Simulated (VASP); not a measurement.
# Be3CdSe4 (P-3m1) in VASP: single point with PBE

Aim: the single point of Be3CdSe4 with PBE.

Everything below comes from runs of VASP 6.6.1. Logs are shortened: lines on timing, memory, paths and dates and some standing lists are left out, and cuts for length are marked.

**1. The cell of the first run**

The structure is trigonal, space group P-3m1 (No. 164). The conventional cell has a = 3.650 Å, b = 3.650 Å, c = 11.850 Å, α = 90.00°, β = 90.00°, γ = 120.00°. Be (site symmetry -3m) has 6 Se at 2.49 Å and 2 Be at 2.74 Å within 3.3 Å. Be (site symmetry 3m) has 6 Se at 2.45 to 2.54 Å and 1 Be at 2.74 Å and 1 Cd at 3.18 Å within 3.2 Å. Cd (site symmetry -3m) has 6 Se at 2.86 Å and 2 Be at 3.18 Å and 6 Cd at 3.65 Å within 3.8 Å. Se (site symmetry 3m) has 3 Be at 2.45 Å and 3 Cd at 2.86 Å within 3.2 Å. Se (site symmetry 3m) has 6 Be at 2.49 to 2.54 Å within 3.3 Å.

**2. Single point, PBE**

File INCAR:

```
PREC     = Accurate       # precision mode
ENCUT    = 600            # plane-wave cutoff, eV
EDIFF    = 1E-6           # SCF threshold, eV
ISMEAR   = 0              # smearing method
SIGMA    = 0.15           # smearing width, eV
LREAL    = F              # projectors in reciprocal space
LASPH    = T              # aspherical terms in the spheres
NELM     = 120            # most SCF steps
ALGO     = Normal         # electronic algorithm
ISIF     = 2              # what is computed and relaxed
LWAVE    = F              # write WAVECAR
LCHARG   = T              # write CHGCAR
GGA      = PE             # functional
LELF     = T              # ELF
LVHAR    = T            
NBANDS   = 31             # bands
GGA_COMPAT= F
```

File KPOINTS:

```
regular mesh
0
Gamma
  4 4 2
```

File POSCAR:

```
Be3CdSe4
1.0
    3.6496174097      0.0000000000      0.0000000000
   -1.8248087049      3.1606613909      0.0000000000
    0.0000000000      0.0000000000     11.8496186345
Be Cd Se
3 1 4
Direct
    0.0000000000      0.0000000000      0.0000000000
    0.0000000000      0.0000000000      0.7687751645
    0.0000000000      0.0000000000      0.2312248355
    0.0000000000      0.0000000000      0.5000000000
    0.6666666667      0.3333333333      0.3371290800
    0.6666666667      0.3333333333      0.8877475917
    0.3333333333      0.6666666667      0.6628709200
    0.3333333333      0.6666666667      0.1122524083
```

Potentials or basis: VASP PAW PBE potentials, release 64 (Be, Cd, Se).

On the command line:

```console
> cat potpaw_PBE.64/Be/POTCAR potpaw_PBE.64/Cd/POTCAR potpaw_PBE.64/Se/POTCAR > POTCAR
> mpirun -np 1 vasp_std > vasp.out
```

OUTCAR:

```text
PREC = Accurate
   ENCUT = 600
   EDIFF = 1E-6
   ISMEAR = 0
   LREAL = F
   LASPH = T
   NELM = 120
   ISIF = 2
   GGA = PE

 ion  position               nearest neighbor table
   1  0.000  0.000  0.000-   6 2.49   8 2.49   6 2.49   8 2.49   6 2.49   8 2.49
   2  0.000  0.000  0.769-   7 2.45   7 2.45   7 2.45   6 2.54   6 2.54   6 2.54
   3  0.000  0.000  0.231-   5 2.45   5 2.45   5 2.45   8 2.54   8 2.54   8 2.54
   4  0.000  0.000  0.500-   5 2.86   7 2.86   5 2.86   7 2.86   5 2.86   7 2.86
   5  0.667  0.333  0.337-   3 2.45   3 2.45   3 2.45   4 2.86   4 2.86   4 2.86
   6  0.667  0.333  0.888-   1 2.49   1 2.49   1 2.49   2 2.54   2 2.54   2 2.54
   7  0.333  0.667  0.663-   2 2.45   2 2.45   2 2.45   4 2.86   4 2.86   4 2.86
   8  0.333  0.667  0.112-   1 2.49   1 2.49   1 2.49   3 2.54   3 2.54   3 2.54

  LATTYP: Found a hexagonal cell.
 ALAT       =     3.6496174097
 C/A-ratio  =     3.2468111871

  Lattice vectors:

 A1 = (   3.6496174097,   0.0000000000,   0.0000000000)
 A2 = (  -1.8248087049,   3.1606613909,   0.0000000000)
 A3 = (   0.0000000000,   0.0000000000,  11.8496186345)

Analysis of symmetry for initial positions (statically):
=====================================================================
 Subroutine PRICEL returns:
 Original cell was already a primitive cell.

 Routine SETGRP: Setting up the symmetry group for a
 hexagonal supercell.

 Subroutine GETGRP returns: Found 12 space group operations
 (whereof 12 operations were pure point group operations)
 out of a pool of 24 trial point group operations.

The static configuration has the point symmetry D_3d.

Analysis of symmetry for dynamics (positions and initial velocities):
=====================================================================
 Subroutine PRICEL returns:
 Original cell was already a primitive cell.

 Routine SETGRP: Setting up the symmetry group for a
 hexagonal supercell.

 Subroutine GETGRP returns: Found 12 space group operations
 (whereof 12 operations were pure point group operations)
 out of a pool of 24 trial point group operations.

The dynamic configuration has the point symmetry D_3d.

 Subroutine INISYM returns: Found 12 space group operations
 (whereof 12 operations are pure point group operations),
 and found     1 'primitive' translations

----------------------------------------------------------------------------------------

                                     Primitive cell

  volume of cell :     136.6878

  direct lattice vectors                    reciprocal lattice vectors
     3.649617410  0.000000000  0.000000000     0.274001323  0.158194738  0.000000000
    -1.824808705  3.160661391  0.000000000     0.000000000  0.316389476  0.000000000
     0.000000000  0.000000000 11.849618635     0.000000000  0.000000000  0.084390902

  length of vectors
     3.649617410  3.649617410 11.849618635     0.316389476  0.316389476  0.084390902

  position of ions in fractional coordinates (direct lattice)
     0.000000000  0.000000000  0.000000000
     0.000000000  0.000000000  0.768775164
     0.000000000  0.000000000  0.231224836
     0.000000000  0.000000000  0.500000000
     0.666666667  0.333333333  0.337129080
     0.666666667  0.333333333  0.887747592
     0.333333333  0.666666667  0.662870920
     0.333333333  0.666666667  0.112252408

  ion indices of the primitive-cell ions
   primitive index   ion index
                 1           1
                 2           2
                 3           3
                 4           4
                 5           5
                 6           6
                 7           7
                 8           8

----------------------------------------------------------------------------------------

 KPOINTS: regular mesh

Automatic generation of k-mesh.
 Grid dimensions read from file:
 generate k-points for:    4    4    2

 Generating k-lattice:

  Cartesian coordinates                     Fractional coordinates (reciprocal lattice)
     0.068500331  0.039548684  0.000000000     0.250000000  0.000000000  0.000000000
     0.000000000  0.079097369  0.000000000     0.000000000  0.250000000  0.000000000
     0.000000000  0.000000000  0.042195451     0.000000000  0.000000000  0.500000000

  Length of vectors
     0.079097369  0.079097369  0.042195451

  Shift w.r.t. Gamma in fractional coordinates (k-lattice)
     0.000000000  0.000000000  0.000000000

 Subroutine IBZKPT returns following result:
 ===========================================

 Found      8 irreducible k-points:

 Following reciprocal coordinates:
            Coordinates               Weight
  0.000000  0.000000  0.000000      1.000000
  0.250000  0.000000  0.000000      6.000000
  0.500000  0.000000  0.000000      3.000000
  0.250000  0.250000  0.000000      6.000000
  0.000000  0.000000  0.500000      1.000000
  0.250000  0.000000  0.500000      6.000000
  0.500000  0.000000  0.500000      3.000000
  0.250000  0.250000  0.500000      6.000000
   k-points           NKPTS =      8   k-points in BZ     NKDIM =      8   number of bands    NBANDS=     31
   number of dos      NEDOS =    301   number of ions     NIONS =      8
   total plane-waves  NPLWV =  86400
   dimension x,y,z NGX =    30 NGY =   30 NGZ =   96
   dimension x,y,z NGXF=    60 NGYF=   60 NGZF=  192
   ions per type =               3   1   4
   NGX,Y,Z   is equivalent  to a cutoff of  13.67, 13.67, 13.47 a.u.
   NGXF,Y,Z  is equivalent  to a cutoff of  27.33, 27.33, 26.94 a.u.
 SYSTEM =  unknown system
   PREC   = accura    normal or accurate (medium, high low for compatibility)
   ISTART =      0    job   : 0-new  1-cont  2-samecut
   ICHARG =      2    charge: 1-file 2-atom 10-const
   ISPIN  =      1    spin polarized calculation?
   LNONCOLLINEAR =      F non collinear calculations
   LSORBIT =      F    spin-orbit coupling
   LASPH  =      T    aspherical Exc in radial PAW
   ENCUT  =  600.0 eV  44.10 Ry    6.64 a.u.   7.29  7.29 23.67*2*pi/ulx,y,z
   NELM   =    120;   NELMIN=  2; NELMDL= -5     # of ELM steps
   EDIFF  = 0.1E-05   stopping-criterion for ELM
   LREAL  =      F    real-space projection
   EDIFFG = 0.1E-04   stopping-criterion for IOM
   NSW    =      0    number of steps for IOM
   IBRION =     -1    ionic relax: 0-MD 1-quasi-New 2-CG
   NFREE  =      0    steps in history (QN), initial steepest desc. (CG)
   ISIF   =      2    stress and relaxation
   ISYM   =      2    0-nonsym 1-usesym 2-fastsym
   POTIM  = 0.5000    time-step for ionic-motion
   TEBEG  =    0.0;   TEEND  =   0.0 temperature during run
   PSTRESS=    0.0 pullay stress
   NELECT =      42.0000    total number of electrons
   NUPDOWN=      -1.0000    fix difference up-down
   EMIN   =  10.00;   EMAX   =-10.00  energy-range for DOS
   EFERMI =   0.00;   METHOD = LEGACY
   ISMEAR =     0;   SIGMA  =   0.15  broadening in eV -4-tet -1-fermi 0-gaus
   EFERMI_NEDOS =   21; number of points for ismear=-14 and -15
   IALGO  =     38    algorithm
   IMIX   =      4    mixing-type and parameters
     AMIX     =   0.40;   BMIX     =  1.00
     AMIX_MAG =   1.60;   BMIX_MAG =  1.00
  volume/ion in A,a.u.               =      17.09       115.30
  Fermi-wavevector in a.u.,A,eV,Ry     =   1.104709  2.087598 16.604316  1.220383
  Thomas-Fermi vector in A             =   2.241186
   LORBIT       =      0    0 simple, 1 ext, 2 COOP (PROOUT), +10 PAW based schemes
   GGA     = PE    functional components
   LHFCALC =     F    Hartree Fock is set to
   AEXX    =    0.0000 exact exchange contribution
   IVDW    =     0    specifies the selected vdW correction
   LEPSILON=     F    determine dielectric tensor
   LRPA    =     F    only Hartree local field effects (RPA)
 non-spin polarized calculation
 Gauss-broadening in eV      SIGMA  =   0.15
  energy-cutoff  :      600.00
  volume of cell :      136.69
 maximum number of plane-waves:      4613
 NGX is ok and might be reduce to    30
   NGX = 15   NGY = 15   NGZ = 47

 number of electron      42.0000005 magnetization

 Free energy of the ion-electron system (eV)
  ---------------------------------------------------
  ext. energy  EPLUGINS =         0.00000000
  ---------------------------------------------------
  free energy    TOTEN  =       -28.10933280 eV

  energy without entropy =      -28.10933029  energy(sigma->0) =      -28.10933155

 E-fermi :   4.9245     XC(G=0): -10.1951

 val. band max:        4.5078879412   @ k =   0.0000   0.0000   0.0000
 cond. band min:       5.3857495834   @ k =   0.2500   0.2500   0.0000
 fundamental gap:      0.8778616423
 Fermi energy:         4.9245446749

 k-point     1 :       0.0000    0.0000    0.0000
  band No.  band energies     occupation
      1      -9.9663      2.00000
      2      -9.4052      2.00000
      3      -8.9615      2.00000
      4      -8.0554      2.00000
      5      -4.2843      2.00000
      6      -4.2366      2.00000
[... 23 lines left out ...]
     30       9.5342      0.00000
     31       9.5343      0.00000

 k-point     2 :       0.2500    0.0000    0.0000
  band No.  band energies     occupation
      1      -9.3758      2.00000
      2      -8.9240      2.00000
      3      -8.4830      2.00000
      4      -7.7774      2.00000
      5      -4.3088      2.00000
      6      -4.1478      2.00000
[... 23 lines left out ...]
     30      10.5448      0.00000
     31      10.7710      0.00000

 k-point     3 :       0.5000    0.0000    0.0000
  band No.  band energies     occupation
      1      -8.3704      2.00000
      2      -8.2930      2.00000
      3      -7.9068      2.00000
      4      -7.7047      2.00000
      5      -4.3412      2.00000
      6      -4.2432      2.00000
[... 159 lines left out ...]
     30       9.8692      0.00000
     31       9.9142      0.00000

 k-point     8 :       0.2500    0.2500    0.5000
  band No.  band energies     occupation
      1      -8.4518      2.00000
      2      -8.2722      2.00000
      3      -7.9536      2.00000
      4      -7.6277      2.00000
      5      -4.2262      2.00000
      6      -4.1981      2.00000
[... 23 lines left out ...]
     30      10.9954      0.00000
     31      11.1808      0.00000

------------------------ aborting loop because EDIFF is reached ----------------------------------------

  FORCE on cell =-STRESS in cart. coord.  units (eV):
  Direction    XX          YY          ZZ          XY          YZ          ZX
  --------------------------------------------------------------------------------------
  -------------------------------------------------------------------------------------
  Total       -0.0223619     -0.0223619      0.1627007      0.0000000      0.0000000      0.0000000
  in kB       -0.2621139     -0.2621139      1.9070857      0.0000000      0.0000000      0.0000000
  external PRESSURE =       0.4609526 kB  Pullay stress =       0.0000000 kB

 VOLUME and BASIS-vectors are now :
 -----------------------------------------------------------------------------
  energy-cutoff  :      600.00
  volume of cell :      136.69
      direct lattice vectors                 reciprocal lattice vectors
     3.649617410  0.000000000  0.000000000     0.274001323  0.158194738  0.000000000
    -1.824808705  3.160661391  0.000000000     0.000000000  0.316389476  0.000000000
     0.000000000  0.000000000 11.849618635     0.000000000  0.000000000  0.084390902

 POSITION                                       TOTAL-FORCE (eV/Angst)
 -----------------------------------------------------------------------------------
      0.00000      0.00000      0.00000        -0.000000      0.000000      0.000000
      0.00000      0.00000      9.10969        -0.000000      0.000000     -0.028613
      0.00000      0.00000      2.73993        -0.000000     -0.000000      0.028613
      0.00000      0.00000      5.92481        -0.000000      0.000000      0.000000
      1.82481      1.05355      3.99485        -0.000000      0.000000     -0.027997
      1.82481      1.05355     10.51947        -0.000000     -0.000000     -0.045275
     -0.00000      2.10711      7.85477         0.000000     -0.000000      0.027997
     -0.00000      2.10711      1.33015         0.000000      0.000000      0.045275
 -----------------------------------------------------------------------------------
    total drift:                                0.000000     -0.000000     -0.000000

  FREE ENERGIE OF THE ION-ELECTRON SYSTEM (eV)
  ---------------------------------------------------
  free  energy   TOTEN  =       -28.1093327963 eV

  energy  without entropy=      -28.1093302942  energy(sigma->0) =      -28.10933155
```

Run time: 49 s. Hardware: 1 thread of Intel Xeon Platinum 8375C at 2.90GHz (Ice Lake), shared host; peak memory 0.29 GiB.

Results:

| Item | Value |
| --- | --- |
| Free energy | -28.1093 eV |
| Pressure | 0.0 GPa |
| Largest force | 0.045 eV/Å |
| Band gap on the k mesh | 0.88 eV, indirect (least direct gap 1.51 eV) |

Forces in eV/Å, atoms in the order of the input:
```
Be   0.000  0.000  0.000
Be   0.000  0.000 -0.029
Be   0.000  0.000  0.029
Cd   0.000  0.000  0.000
Se   0.000  0.000 -0.028
Se   0.000  0.000 -0.045
Se   0.000  0.000  0.028
Se   0.000  0.000  0.045
```

Caveat: the k points lie up to 0.50 Å⁻¹ apart. A k mesh can miss the band edges.
